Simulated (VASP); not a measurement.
Crystal: Si2P.

```
Si P
1.0
    -2.86390    2.86390    1.98308
     2.86390   -2.86390    1.98308
     2.86390    2.86390   -1.98308
Si P
4 2
Direct
  0.37500 0.62500 0.75000
  0.37500 0.12500 0.75000
  0.37500 0.62500 0.25000
  0.87500 0.62500 0.25000
  0.00000 0.00000 0.00000
  0.75000 0.25000 0.50000
```

The cell was generated, and may not be a known phase.

| Item | Value |
| --- | --- |
| Program | VASP 6.6.1 |
| Task | relaxation of cell and atoms |
| Functional | PBE |
| Potentials or basis | VASP PAW PBE potentials, release 64 (Si, P) |
| Cutoff | 600 eV |
| k mesh | 6 × 6 × 6 |
| Occupations | gaussian, width 0.1 eV |
| Spin | no spin polarisation |

At the start: pressure 99.1 GPa; volume 10.84 Å³/atom.

**Question.** How do energy, volume and symmetry change on relaxing?

**Answer.** Over 8 steps the energy falls by 1178.1 meV/atom and the volume is 16.28 Å³/atom (+50.1 %); space group I4_1/amd (No. 141, to 0.1 Å) before and after.

Step by step:
```tsv
step	energy change (eV)	largest force (eV/Å)	pressure (GPa)	volume (Å³)
1	0.0000	0.0000	99.07	65.06
2	-2.9317	0.0000	-15.68	150.74
3	-7.0075	0.0000	-2.00	99.28
4	-7.0197	0.0000	-0.77	98.02
5	-7.0223	0.0000	0.19	97.10
6	-7.0580	0.0000	0.12	97.41
7	-7.0680	0.0000	0.11	97.59
8	-7.0688	0.0000	0.12	97.66
```

Final structure:
```
CELL_PARAMETERS angstrom
-3.30199 3.30199 2.23916
3.30199 -3.30199 2.23916
3.30199 3.30199 -2.23916
ATOMIC_POSITIONS crystal
Si 0.37500 0.62500 0.75000
Si 0.37500 0.12500 0.75000
Si 0.37500 0.62500 0.25000
Si 0.87500 0.62500 0.25000
P 0.00000 0.00000 0.00000
P 0.75000 0.25000 0.50000
```

Caveat: the volume moved by over 15 % at a fixed basis, so the end points are rough.
